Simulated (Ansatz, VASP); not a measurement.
One calculation of SiC, two programs

```
Si C
1.0
     0.00000    2.20707    2.20707
     2.20707    0.00000    2.20707
     2.20707    2.20707    0.00000
Si C
1 1
Direct
  0.00000 0.00000 0.00000
  0.75000 0.75000 0.75000
```

Alike in both runs: task single point; functional PBEsol; k mesh 10 × 10 × 10; occupations gaussian, width 0.05 eV; no spin polarisation.

|  | VASP | Ansatz |
| --- | --- | --- |
| version | VASP 6.6.1 | Ansatz 0.2.0 |
| potentials or method | VASP PAW PBE potentials, release 64 (Si, C), cutoff 520 eV | scalar-relativistic, plane waves, PAW |
| valence electrons in the cell | 8 | 8 |

```tsv
	VASP	Ansatz	Ansatz less VASP
gap on the k mesh at the Fermi level (eV)	1.27	1.28	+0.009
least direct gap on the mesh (eV)	4.40	4.41	+0.009
pressure (GPa)	-7.7	-8.1	-0.33
```

VASP's potentials were made for PBE, not for PBEsol.
